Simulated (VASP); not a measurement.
# Sr2TiCl2O2 (I4/mmm) in VASP: single point with r2SCAN+U

Aim: the single point of Sr2TiCl2O2 with r2SCAN+U.

Program: VASP 6.6.1. These are calculated values, not measurements. Logs are shortened: lines on timing, memory, paths and dates and some standing lists are left out, and cuts for length are marked.

**1. The cell of the first run**

It takes space group I4/mmm (No. 139, tetragonal). The conventional cell has a = 4.008 Å, b = 4.008 Å, c = 15.746 Å, α = 90.00°, β = 90.00°, γ = 90.00°. Sr (site symmetry 4mm) has 4 O at 2.63 Å and 5 Cl at 3.07 to 3.29 Å and 4 Ti at 3.30 Å and 1 Sr at 3.39 Å within 3.5 Å. Ti (site symmetry 4/mmm) has 4 O at 2.00 Å within 2.7 Å. O (site symmetry mmm) has 2 Ti at 2.00 Å and 4 Sr at 2.63 Å within 2.7 Å. Cl (site symmetry 4mm) has 1 Ti at 2.88 Å and 5 Sr at 3.07 to 3.29 Å and 4 O at 3.51 Å and 4 Cl at 3.53 Å within 3.8 Å.

**2. Single point, r2SCAN+U**

Input file POSCAR:

```
Sr2TiCl2O2
1.0
    0.0000000000      4.0076048300      0.0000000000
    4.0076048300      0.0000000000      0.0000000000
    2.0038029200      2.0038029200     -7.8730545100
Sr Ti O Cl
2 1 2 2
Direct
    0.3922000000      0.3922000000      0.2156000000
    0.6078000000      0.6078000000      0.7844000000
    0.0000000000      0.0000000000      0.0000000000
    0.5000000000      0.0000000000      0.0000000000
    0.0000000000      0.5000000000      0.0000000000
    0.1832000000      0.1832000000      0.6336000000
    0.8168000000      0.8168000000      0.3664000000
```

Input file INCAR.step1:

```
  PREC = Accurate
  ENCUT = 520
  ISMEAR = -1
  SIGMA = 0.0748
  LREAL = False
  LASPH = True
  NELM = 150
  LMAXMIX = 4
  LDAU = True
  LDAUTYPE = 1
  LDAUL = -1 2 -1 -1
  LDAUU = 0 6.39 0 0
  LDAUJ = 0 0.76 0 0
  NBANDS = 38
  GGA = PE
  ALGO = Normal
  EDIFF = 1E-4
  LWAVE = True
  LCHARG = False
```

Input file INCAR.step2:

```
  PREC = Accurate
  ENCUT = 520
  EDIFF = 1E-6
  ISMEAR = -1
  SIGMA = 0.0748
  LREAL = False
  LASPH = True
  NELM = 150
  ALGO = Normal
  ISIF = 2
  LWAVE = False
  LCHARG = True
  LMAXMIX = 4
  LDAU = True
  LDAUTYPE = 1
  LDAUL = -1 2 -1 -1
  LDAUU = 0 6.39 0 0
  LDAUJ = 0 0.76 0 0
  LDAUPRINT = 1
  METAGGA = R2SCAN
  LMIXTAU = True
  LELF = True
  LVHAR = True
  NBANDS = 38
  ISTART = 1
```

Input file KPOINTS:

```
Automatic mesh
0
Gamma
  5 5 5
```

Potentials or basis: VASP PAW PBE potentials, release 64 (Sr_sv, Ti_sv, O, Cl).

Command:

```sh
> cat potpaw_PBE.64/Sr_sv/POTCAR potpaw_PBE.64/Ti_sv/POTCAR potpaw_PBE.64/O/POTCAR potpaw_PBE.64/Cl/POTCAR > POTCAR
> cp INCAR.step1 INCAR
> mpirun -np 1 vasp_std > vasp.out
> cp INCAR.step2 INCAR
> mpirun -np 1 vasp_std > vasp.out
```

OUTCAR:

```text
PREC = Accurate
   ENCUT = 520
   EDIFF = 1E-6
   ISMEAR = -1
   LREAL = False
   LASPH = True
   NELM = 150
   ISIF = 2
   METAGGA = R2SCAN
   ISTART = 1

 ion  position               nearest neighbor table
   1  0.392  0.392  0.216-   5 2.63   4 2.63   4 2.63   5 2.63   7 3.07   7 3.07   7 3.07   7 3.07
                             6 3.29   3 3.30   3 3.30   3 3.30   3 3.30   2 3.39
   2  0.608  0.608  0.784-   4 2.63   5 2.63   4 2.63   5 2.63   6 3.07   6 3.07   6 3.07   6 3.07
                             7 3.29   3 3.30   3 3.30   3 3.30   3 3.30   1 3.39
   3  0.000  0.000  0.000-   4 2.00   5 2.00   5 2.00   4 2.00   2 3.30   1 3.30   2 3.30   1 3.30
                             2 3.30   1 3.30   2 3.30   1 3.30
   4  0.500  0.000  0.000-   3 2.00   3 2.00   1 2.63   2 2.63   2 2.63   1 2.63
   5  0.000  0.500  0.000-   3 2.00   3 2.00   2 2.63   1 2.63   2 2.63   1 2.63
   6  0.183  0.183  0.634-   2 3.07   2 3.07   2 3.07   2 3.07   1 3.29
   7  0.817  0.817  0.366-   1 3.07   1 3.07   1 3.07   1 3.07   2 3.29

  LATTYP: Found a body centered tetragonal cell.
 ALAT       =     4.0076048300
 C/A-ratio  =     3.9290573018

  Lattice vectors:

 A1 = (  -2.0038029200,   2.0038019100,   7.8730545100)
 A2 = (   2.0038019100,  -2.0038029200,   7.8730545100)
 A3 = (   2.0038029200,   2.0038029200,  -7.8730545100)

Analysis of symmetry for initial positions (statically):
=====================================================================
 Subroutine PRICEL returns:
 Original cell was already a primitive cell.

 Routine SETGRP: Setting up the symmetry group for a
 body centered tetragonal supercell.

 Subroutine GETGRP returns: Found 16 space group operations
 (whereof 16 operations were pure point group operations)
 out of a pool of 16 trial point group operations.

The static configuration has the point symmetry D_4h.

Analysis of symmetry for dynamics (positions and initial velocities):
=====================================================================
 Subroutine PRICEL returns:
 Original cell was already a primitive cell.

 Routine SETGRP: Setting up the symmetry group for a
 body centered tetragonal supercell.

 Subroutine GETGRP returns: Found 16 space group operations
 (whereof 16 operations were pure point group operations)
 out of a pool of 16 trial point group operations.

The dynamic configuration has the point symmetry D_4h.

 Subroutine INISYM returns: Found 16 space group operations
 (whereof 16 operations are pure point group operations),
 and found     1 'primitive' translations

----------------------------------------------------------------------------------------

                                     Primitive cell

  volume of cell :     126.4483

  direct lattice vectors                    reciprocal lattice vectors
     0.000000000  4.007604830  0.000000000     0.000000000  0.249525600  0.063507769
     4.007604830  0.000000000  0.000000000     0.249525600  0.000000000  0.063507769
     2.003802920  2.003802920 -7.873054510     0.000000000  0.000000000 -0.127015506

  length of vectors
     4.007604830  4.007604830  8.367522907     0.257480605  0.257480605  0.127015506

  position of ions in fractional coordinates (direct lattice)
     0.392200000  0.392200000  0.215600000
     0.607800000  0.607800000  0.784400000
     0.000000000  0.000000000  0.000000000
     0.500000000  0.000000000  0.000000000
     0.000000000  0.500000000  0.000000000
     0.183200000  0.183200000  0.633600000
     0.816800000  0.816800000  0.366400000

  ion indices of the primitive-cell ions
   primitive index   ion index
                 1           1
                 2           2
                 3           3
                 4           4
[... 62 lines left out ...]
   ISPIN  =      1    spin polarized calculation?
   LNONCOLLINEAR =      F non collinear calculations
   LSORBIT =      F    spin-orbit coupling
   LASPH  =      T    aspherical Exc in radial PAW
   ENCUT  =  520.0 eV  38.22 Ry    6.18 a.u.   7.45  7.45 15.56*2*pi/ulx,y,z
   NELM   =    150;   NELMIN=  2; NELMDL=  0     # of ELM steps
   EDIFF  = 0.1E-05   stopping-criterion for ELM
   LREAL  =      F    real-space projection
   EDIFFG = 0.1E-04   stopping-criterion for IOM
   NSW    =      0    number of steps for IOM
   IBRION =     -1    ionic relax: 0-MD 1-quasi-New 2-CG
   NFREE  =      0    steps in history (QN), initial steepest desc. (CG)
   ISIF   =      2    stress and relaxation
   ISYM   =      2    0-nonsym 1-usesym 2-fastsym
   POTIM  = 0.5000    time-step for ionic-motion
   TEBEG  =    0.0;   TEEND  =   0.0 temperature during run
   PSTRESS=    0.0 pullay stress
   NELECT =      58.0000    total number of electrons
   NUPDOWN=      -1.0000    fix difference up-down
   EMIN   =  10.00;   EMAX   =-10.00  energy-range for DOS
   EFERMI =   0.00;   METHOD = LEGACY
   ISMEAR =    -1;   SIGMA  =   0.07  broadening in eV -4-tet -1-fermi 0-gaus
   EFERMI_NEDOS =   21; number of points for ismear=-14 and -15
   IALGO  =     38    algorithm
   IMIX   =      4    mixing-type and parameters
     AMIX     =   0.40;   BMIX     =  1.00
     AMIX_MAG =   1.60;   BMIX_MAG =  1.00
  volume/ion in A,a.u.               =      18.06       121.90
  Fermi-wavevector in a.u.,A,eV,Ry     =   1.262544  2.385862 21.687919  1.594017
  Thomas-Fermi vector in A             =   2.395947
   LORBIT       =      0    0 simple, 1 ext, 2 COOP (PROOUT), +10 PAW based schemes
 LDA+U is selected, type is set to LDAUTYPE =  1
   angular momentum for each species LDAUL =    -1    2   -1   -1
   U (eV)           for each species LDAUU =   0.0  6.4  0.0  0.0
   J (eV)           for each species LDAUJ =   0.0  0.8  0.0  0.0
   METAGGA = R2SCAN    functional components
   LHFCALC =     F    Hartree Fock is set to
   AEXX    =    0.0000 exact exchange contribution
   IVDW    =     0    specifies the selected vdW correction
   LEPSILON=     F    determine dielectric tensor
   LRPA    =     F    only Hartree local field effects (RPA)
 non-spin polarized calculation
  energy-cutoff  :      520.00
  volume of cell :      126.45
 maximum number of plane-waves:      3458
 NGX is ok and might be reduce to    30
   NGX = 15   NGY = 15   NGZ = 31

atom =   3  type =  2  l = 2

 onsite density matrix

spin component  1

  0.0471 -0.0000 -0.0000 -0.0000 -0.0000
 -0.0000  0.3560  0.0000  0.0000  0.0000
 -0.0000  0.0000  0.0514  0.0000  0.0000
 -0.0000  0.0000  0.0000  0.3560 -0.0000
 -0.0000  0.0000  0.0000 -0.0000  0.1628

spin component  2

  0.0471 -0.0000 -0.0000 -0.0000 -0.0000
 -0.0000  0.3560  0.0000  0.0000  0.0000
 -0.0000  0.0000  0.0514  0.0000  0.0000
 -0.0000  0.0000  0.0000  0.3560 -0.0000
 -0.0000  0.0000  0.0000 -0.0000  0.1628

 occupancies and eigenvectors

  o =  0.0471  v =  1.0000  0.0000  0.0000  0.0000  0.0000  0.0000  0.0000  0.0000  0.0000  0.0000      0.0000  0.0000  0.0000  0.0000  0.0000  0.0000  0.0000  0.0000  0.0000  0.0000
  o =  0.0471  v =  0.0000  0.0000  0.0000  0.0000  0.0000  1.0000  0.0000  0.0000  0.0000  0.0000      0.0000  0.0000  0.0000  0.0000  0.0000  0.0000  0.0000  0.0000  0.0000  0.0000
  o =  0.0514  v = -0.0000 -0.0000  1.0000 -0.0000 -0.0000  0.0000  0.0000  0.0000  0.0000  0.0000      0.0000  0.0000  0.0000  0.0000  0.0000  0.0000  0.0000  0.0000  0.0000  0.0000
  o =  0.0514  v =  0.0000  0.0000  0.0000  0.0000  0.0000 -0.0000 -0.0000  1.0000 -0.0000 -0.0000      0.0000  0.0000  0.0000  0.0000  0.0000  0.0000  0.0000  0.0000  0.0000  0.0000
  o =  0.1628  v =  0.0000  0.0000  0.0000  0.0000  0.0000  0.0000  0.0000 -0.0000 -0.0000 -1.0000      0.0000  0.0000  0.0000  0.0000  0.0000  0.0000  0.0000  0.0000  0.0000  0.0000
  o =  0.1628  v =  0.0000  0.0000 -0.0000 -0.0000 -1.0000  0.0000  0.0000  0.0000  0.0000  0.0000      0.0000  0.0000  0.0000  0.0000  0.0000  0.0000  0.0000  0.0000  0.0000  0.0000
  o =  0.3560  v =  0.0000  0.0000  0.0000  0.0000  0.0000  0.0000 -0.5703 -0.0000 -0.8214  0.0000      0.0000  0.0000  0.0000  0.0000  0.0000  0.0000  0.0000  0.0000  0.0000  0.0000
  o =  0.3560  v =  0.0000 -0.5703 -0.0000 -0.8214  0.0000  0.0000  0.0000  0.0000  0.0000  0.0000      0.0000  0.0000  0.0000  0.0000  0.0000  0.0000  0.0000  0.0000  0.0000  0.0000
  o =  0.3560  v = -0.0000  0.8214  0.0000 -0.5703  0.0000  0.0000  0.0000  0.0000  0.0000  0.0000      0.0000  0.0000  0.0000  0.0000  0.0000  0.0000  0.0000  0.0000  0.0000  0.0000
  o =  0.3560  v =  0.0000  0.0000  0.0000  0.0000  0.0000 -0.0000  0.8214  0.0000 -0.5703  0.0000      0.0000  0.0000  0.0000  0.0000  0.0000  0.0000  0.0000  0.0000  0.0000  0.0000

 number of electron      58.0000013 magnetization

 Free energy of the ion-electron system (eV)
  ---------------------------------------------------
  ext. energy  EPLUGINS =         0.00000000
  ---------------------------------------------------
  free energy    TOTEN  =       -81.79508689 eV

  energy without entropy =      -81.75182085  energy(sigma->0) =      -81.77345387

 E-fermi :   7.4845     XC(G=0): -10.5131

 val. band max:        7.4687335791   @ k =  -0.2000   0.0000   0.2000
 cond. band min:       7.5134939415   @ k =  -0.2000   0.0000   0.4000
 fundamental gap:      0.0447603624
 Fermi energy:         7.4844650912

 k-point     1 :       0.0000    0.0000    0.0000
  band No.  band energies     occupation
      1     -53.5811      2.00000
      2     -31.4141      2.00000
      3     -31.3686      2.00000
      4     -28.9773      2.00000
      5     -28.9773      2.00000
      6     -28.6962      2.00000
[... 727 lines left out ...]
     37      10.1440      0.00000
     38      10.7416      0.00000

------------------------ aborting loop because EDIFF is reached ----------------------------------------

  FORCE on cell =-STRESS in cart. coord.  units (eV):
  Direction    XX          YY          ZZ          XY          YZ          ZX
  --------------------------------------------------------------------------------------
  -------------------------------------------------------------------------------------
  Total        5.8401075      5.8401075     -1.3305671     -0.0000000      0.0000001      0.0000001
  in kB       73.9977273     73.9977273    -16.8590976     -0.0000000      0.0000011      0.0000011
  external PRESSURE =      43.7121190 kB  Pullay stress =       0.0000000 kB

 VOLUME and BASIS-vectors are now :
 -----------------------------------------------------------------------------
  energy-cutoff  :      520.00
  volume of cell :      126.45
      direct lattice vectors                 reciprocal lattice vectors
     0.000000000  4.007604830  0.000000000     0.000000000  0.249525600  0.063507769
     4.007604830  0.000000000  0.000000000     0.249525600  0.000000000  0.063507769
     2.003802920  2.003802920 -7.873054510     0.000000000  0.000000000 -0.127015506

 POSITION                                       TOTAL-FORCE (eV/Angst)
 -----------------------------------------------------------------------------------
      2.00380      2.00380     -1.69743         0.000000      0.000000     -0.304072
      4.00761      4.00761     -6.17562        -0.000000     -0.000000      0.304072
      0.00000      0.00000      0.00000        -0.000000      0.000000      0.000000
      0.00000      2.00380      0.00000         0.000000      0.000000      0.000000
      2.00380      0.00000      0.00000         0.000000      0.000000      0.000000
      2.00380      2.00380     -4.98837         0.000000      0.000000     -0.447165
      4.00761      4.00761     -2.88469        -0.000000     -0.000000      0.447165
 -----------------------------------------------------------------------------------
    total drift:                                0.000000      0.000000      0.000000

  FREE ENERGIE OF THE ION-ELECTRON SYSTEM (eV)
  ---------------------------------------------------
  free  energy   TOTEN  =       -81.7950868914 eV

  energy  without entropy=      -81.7518208501  energy(sigma->0) =      -81.77345387
```

It took 5.4 min on 1 thread of Intel Xeon Platinum 8488C (Sapphire Rapids), shared host; peak memory 0.29 GiB.

Results:

```
Free energy            : -81.7951 eV
Pressure               : 4.4 GPa
Largest force          : 0.447 eV/Å
Band gap on the k mesh : zero (band 29 reaches 8.30 eV, above the bottom of band 30 at 6.98 eV)
```

Forces in eV/Å, atoms in the order of the input:
```
Sr   0.000  0.000 -0.304
Sr   0.000  0.000  0.304
Ti   0.000  0.000  0.000
O    0.000  0.000  0.000
O    0.000  0.000  0.000
Cl   0.000  0.000 -0.447
Cl   0.000  0.000  0.447
```

Levels at points of the mesh, in eV from the Fermi level:
```
           k point  band 25  band 26  band 27  band 28  band 29  band 30  band 31  band 32  band 33  band 34
(0.00, 0.00, 0.00)    -6.43    -5.92    -5.23    -5.23    -0.50    -0.50     0.08     0.46     0.46     0.86
```

Eigenvalues of the final occupation matrices:
```csv
site,spin,trace,eigenvalues
site 3 d,1,0.97,0.05 0.05 0.16 0.36 0.36
site 3 d,2,0.97,0.05 0.05 0.16 0.36 0.36
```

Caveat: the PAW data sets were made with another functional, which shifts forces and pressure a little; U without spin polarisation on a metal has little footing.
